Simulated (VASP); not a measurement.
**Pt: single point with PBEsol**

The system is Pt.

```xyz
1
Lattice="-1.5982 1.5982 1.5982 1.5982 -1.5982 1.5982 1.5982 1.5982 -1.5982" Properties=species:S:1:pos:R:3 pbc="T T T"
Pt    0.0000    0.0000    0.0000
```

```json
{"Program": "VASP 6.6.1", "Task": "single point", "Functional": "PBEsol", "Potentials or basis": "VASP PAW PBE potentials, release 64 (Pt)", "Cutoff": "520 eV", "k mesh": "10 × 10 × 10", "Occupations": "fermi-dirac, width 0.05 eV", "Spin": "no spin polarisation"}
```

The pressure is -16.5 GPa. The band gap on the k mesh is zero (band 5 reaches 10.38 eV, above the bottom of band 6 at 8.41 eV).

Levels at points of the mesh, in eV from the Fermi level:
| k point | band 1 | band 2 | band 3 | band 4 | band 5 | band 6 | band 7 | band 8 | band 9 | band 10 |
| --- | --- | --- | --- | --- | --- | --- | --- | --- | --- | --- |
| (0.00, 0.00, 0.00) | -9.36 | -3.44 | -3.44 | -3.44 | -1.04 | -1.04 | 16.96 | 16.96 | 16.96 | 26.57 |
| (0.50, 0.00, 0.00) | -6.41 | -4.79 | -1.23 | -0.74 | 0.18 | 0.86 | 5.86 | 13.09 | 15.40 | 23.72 |
| (0.50, 0.50, 0.50) | -5.88 | -5.88 | 0.37 | 0.37 | 0.37 | 7.40 | 7.40 | 7.40 | 12.12 | 18.42 |

It took 21 s on 1 thread of AMD EPYC 7R13 (shared host), peak memory 0.11 GiB.

Caveat: the PAW data sets were made with another functional, which shifts forces and pressure a little; spin-orbit coupling is left out, which moves the levels of the heavy elements.
